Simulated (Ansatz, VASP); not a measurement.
**Ga in VASP and in Ansatz**

INCAR

```
SYSTEM = Ga
  PREC = Accurate
  ENCUT = 520
  EDIFF = 1E-8
  ISMEAR = -5
  SIGMA = 0.1
  LREAL = .FALSE.
  LASPH = .TRUE.
  NELM = 80
  ALGO = Normal
  ISIF = 2
  LWAVE = .FALSE.
  LCHARG = .FALSE.
  LEFG = .TRUE.
  NBANDS = 20
```

Contents of KPOINTS:

```
Automatic mesh
0
G
  11 11 6
  0 0 0
```

File POSCAR:

```
Ga
1.0
    3.0031658500      0.0000000000      0.0000000000
   -1.5015829250      2.6008179178      0.0000000000
    0.0000000000      0.0000000000      4.8651286769
Ga
2
Direct
    0.3333333333      0.6666666667      0.2500000000
    0.6666666667      0.3333333333      0.7500000000
```

Input for Ansatz:

```yaml
crystal:
  lattice:
    - [3.00316585, 0.0, 0.0]
    - [-1.501582925, 2.6008179178, 0.0]
    - [0.0, 0.0, 4.8651286769]
  atoms:
    - { symbol: Ga, position: [0.3333333333, 0.6666666667, 0.25] }
    - { symbol: Ga, position: [0.6666666667, 0.3333333333, 0.75] }
kpoints:
  mp_grid: { grid: [11, 11, 6] }
scf:
  occupations: { method: tetrahedron }
hamiltonian:
  xc: lda
  pseudopotentials: { kind: all_electron, datasets: crystal }
output:
  forces: true
  stress: true
  eigenvalues: true
  efg: { contact_densities: true }
```

Alike in both runs: task electric field gradients; functional LDA; k mesh 11 × 11 × 6; occupations tetrahedron; no spin polarisation.

```csv
,VASP,Ansatz
version,VASP 6.6.1,Ansatz 0.2.0
potentials or method,"VASP PAW LDA potentials, release 64 (Ga_d), cutoff 520 eV","all-electron PAW with datasets made for the crystal, scalar-relativistic"
```

```tsv
	VASP	Ansatz	Ansatz less VASP
gap on the k mesh at the Fermi level (eV)	none	none	-
pressure (GPa)	-4.3	-4.3	-0.04
traceless stress, the component that is largest in VASP (GPa)	0.53	0.50	-0.027
```

LDA's correlation is that of Perdew and Zunger in VASP and of Perdew and Wang (1992) in Ansatz. A gap of «none» marks a metal or a gap that the smearing closes. Ansatz ran all-electron here, and VASP with PAW potentials. Ansatz's warnings: printed levels off, tetrahedron derivatives may miss energy slope.
